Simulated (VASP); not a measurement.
Wanted: the native input for a VASP 6.6.1 run.

* Task: single point
* Functional: PBE
* Potentials or basis: VASP PAW PBE potentials, release 64 (Lu, Be, Si)
* Cutoff: 520 eV
* k mesh: 4 × 4 × 4
* Occupations: gaussian, width 0.1 eV
* Spin: no spin polarisation
* Dipole correction: no
* Further INCAR settings: ALGO = Normal; EDIFF = 1e-06; NBANDS = 30

The structure of LuBeSi4 lies in POSCAR:

```
LuBeSi4
1.0
    3.6943405552      0.0000000000      0.0000000000
    0.0000000000      3.6943405552      0.0000000000
    0.0000000000      0.0000000000      7.2506564337
Lu Be Si
1 1 4
Direct
    0.0000000000      0.0000000000      0.5000000000
    0.5000000000      0.5000000000      0.0000000000
    0.0000000000      0.5000000000      0.8041512382
    0.5000000000      0.0000000000      0.8041512382
    0.0000000000      0.5000000000      0.1958487618
    0.5000000000      0.0000000000      0.1958487618
```

These files were run (other wordings do the same):

INCAR

```
PREC = Accurate
ENCUT = 520
EDIFF = 1E-6
ISMEAR = 0
SIGMA = 0.1
LREAL = False
LASPH = True
NELM = 100
ALGO = Normal
ISIF = 2
LWAVE = False
LCHARG = False
GGA = PE
NBANDS = 30
```

KPOINTS

```
Automatic mesh
0
Gamma
  4 4 4
```

Potentials or basis: VASP PAW PBE potentials, release 64 (Lu, Be, Si).

The run is started by

```sh
$ cat potpaw_PBE.64/Lu/POTCAR potpaw_PBE.64/Be/POTCAR potpaw_PBE.64/Si/POTCAR > POTCAR
$ mpirun -np 1 vasp_std > vasp.out
```

Results of the run:

```
Pressure      : 0.2 GPa
Largest force : 0.010 eV/Å
```

Caveat: the k points lie up to 0.43 Å⁻¹ apart.

It took 32 s on 1 thread of Intel(R) Xeon(R) Platinum 8488C (Sapphire Rapids), with other jobs on the host, peak memory 0.22 GiB.
